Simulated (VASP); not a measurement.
Write the native input for VASP 6.6.1 that does the following.

* Task: single point
* Functional: PBE
* Potentials or basis: VASP PAW PBE potentials, release 64 (Cd, S)
* Cutoff: 500 eV
* k mesh: 4 × 4 × 4
* Occupations: gaussian, width 0.01 eV
* Spin: no spin polarisation
* Dipole correction: no
* Further INCAR settings: ALGO = Normal; EDIFF = 1e-06; NBANDS = 16

The structure of CdS lies in POSCAR:

```
CdS
1.0
    0.0000000000      2.9100000000      2.9100000000
    2.9100000000      0.0000000000      2.9100000000
    2.9100000000      2.9100000000      0.0000000000
Cd S
1 1
Direct
    0.0000000000      0.0000000000      0.0000000000
    0.2500000000      0.2500000000      0.2500000000
```

These files were run (other wordings do the same):

INCAR

```
SYSTEM = CdS
PREC = Accurate
ENCUT = 500
EDIFF = 1E-6
ISMEAR = 0
SIGMA = 0.01
LREAL = .FALSE.
LASPH = .TRUE.
NELM = 120
ALGO = Normal
ISIF = 2
LWAVE = .FALSE.
LCHARG = .FALSE.
GGA = PE
NBANDS = 16
GGA_COMPAT = .FALSE.
```

KPOINTS

```
Automatic mesh
0
G
  4 4 4
  0 0 0
```

Potentials or basis: VASP PAW PBE potentials, release 64 (Cd, S).

Launch:

```bash
$ cat potpaw_PBE.64/Cd/POTCAR potpaw_PBE.64/S/POTCAR > POTCAR
$ mpirun -np 1 vasp_std > vasp.out
```

It gave:

```yaml
Pressure: 3.8 GPa
Band_gap_on_the_k_mesh: 1.15 eV, direct
```

Caveat: the k points lie up to 0.47 Å⁻¹ apart.

It took 8.9 s on 1 thread of AMD EPYC 7R13 Processor (Zen 3), with other jobs on the host, peak memory 0.13 GiB.
